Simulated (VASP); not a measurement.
Input of a VASP 6.6.1 run:

File POSCAR:

```
SnO2
1.0
    0.0000000000      2.5831554081      2.5831554081
    2.5831554081      0.0000000000      2.5831554081
    2.5831554081      2.5831554081      0.0000000000
Sn O
1 2
Direct
    0.0000000000      0.0000000000      0.0000000000
    0.2500000000      0.2500000000      0.2500000000
    0.7500000000      0.7500000000      0.7500000000
```

Contents of INCAR.step1:

```
PREC = Accurate
ENCUT = 520
ISMEAR = 0
SIGMA = 0.01
LREAL = F
LASPH = T
NELM = 80
NBANDS = 20
GGA = PE
ALGO = Normal
EDIFF = 1E-4
LWAVE = T
LCHARG = F
```

INCAR.step2

```
PREC = Accurate
ENCUT = 520
EDIFF = 1E-7
ISMEAR = 0
SIGMA = 0.01
LREAL = F
LASPH = T
NELM = 80
ALGO = Normal
ISIF = 2
LWAVE = F
LCHARG = F
METAGGA = R2SCAN
LMIXTAU = T
NBANDS = 20
ISTART = 1
```

File KPOINTS:

```
regular mesh
0
Gamma
  8 8 8
```

Potentials or basis: VASP PAW PBE potentials, release 64 (Sn_d, O).

Launch:

```console
$ cat potpaw_PBE.64/Sn_d/POTCAR potpaw_PBE.64/O/POTCAR > POTCAR
$ cp INCAR.step1 INCAR
$ mpirun -np 1 vasp_std > vasp.out
$ cp INCAR.step2 INCAR
$ mpirun -np 1 vasp_std > vasp.out
```

Q: Predict the pressure.

A: -10.5 GPa.

Q: Predict the band gap on the k mesh.

A: 0.26 eV, indirect (least direct gap 1.58 eV).

Caveat: the PAW data sets were made with another functional, which shifts forces and pressure a little; spin-orbit coupling is left out, which moves the levels of the heavy elements. A k mesh can miss the band edges.
